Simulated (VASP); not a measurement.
Write the native input for VASP 6.6.1 that does the following.

```yaml
Task: single point
Functional: LDA
Potentials_or_basis: VASP PAW LDA potentials, release 64 (W_sv, C, Ga_d)
Cutoff: 520 eV
k_mesh: 3 × 3 × 1
Occupations: gaussian, width 0.1 eV
Spin: no spin polarisation
Dipole_correction: no
Further_INCAR_settings: LREAL = Auto; ALGO = Normal; EDIFF = 1e-06; NBANDS = 92
```

The structure of GaW8C8 lies in POSCAR:

```
GaW8C8
1.0
    5.7050200000      0.0000000000      0.0000000000
   -2.8525100000      4.9406920000      0.0000000000
    0.0000000000      0.0000000000     16.2002550000
W C Ga
8 8 1
Direct
    0.0000000000      0.0000000000      0.0617274000
   -0.0010878957     -0.0006007134      0.2390487709
    0.0000000000      0.5000000000      0.0617274000
   -0.0001932104      0.4996798620      0.2290202225
    0.5000000000      0.0000000000      0.0617274000
    0.5004540371     -0.0005891412      0.2390520854
    0.5000000000      0.5000000000      0.0617274000
    0.5002289307      0.5004554315      0.2391455708
    0.3334052053      0.1667621910      0.1425785242
    0.3324517815      0.1651741708      0.3067120354
    0.3359673231      0.6679227688      0.1425648072
    0.3217942129      0.6606506198      0.3109189936
    0.8320289334      0.1641023756      0.1424986855
    0.8384681567      0.1770202544      0.3110085525
    0.8319334685      0.6678916632      0.1425592714
    0.8387549770      0.6606806456      0.3109281784
    0.9991561642      0.4985239067      0.3909567183
```

These files were run (other wordings do the same):

INCAR

```
SYSTEM = GaW8C8
  PREC = Accurate
  ENCUT = 520
  EDIFF = 1E-6
  ISMEAR = 0
  SIGMA = 0.1
  LREAL = Auto
  LASPH = .TRUE.
  NELM = 100
  ALGO = Normal
  ISIF = 2
  LWAVE = .FALSE.
  LCHARG = .FALSE.
  GGA = CA
  NBANDS = 92
```

KPOINTS

```
Automatic mesh
0
G
  3 3 1
  0 0 0
```

Potentials or basis: VASP PAW LDA potentials, release 64 (W_sv, C, Ga_d).

Command:

```sh
$ cat potpaw_LDA.64/W_sv/POTCAR potpaw_LDA.64/C/POTCAR potpaw_LDA.64/Ga_d/POTCAR > POTCAR
$ mpirun -np 1 vasp_std > vasp.out
```

Results of the run:

```json
{
 "Largest force": "1.021 eV/Å",
 "Band gap on the k mesh": "zero (an odd number of electrons rules out a gap without spin polarisation)"
}
```

Caveat: the k points lie up to 0.42 Å⁻¹ apart, too coarse for converged energies and pressures of a metal; there is no dipole correction, which matters where the two faces differ; spin-orbit coupling is left out, which moves the levels of the heavy elements.

It took 4.8 min on 1 thread of Intel(R) Xeon(R) 6975P-C (Granite Rapids), on a shared host, peak memory 0.44 GiB.
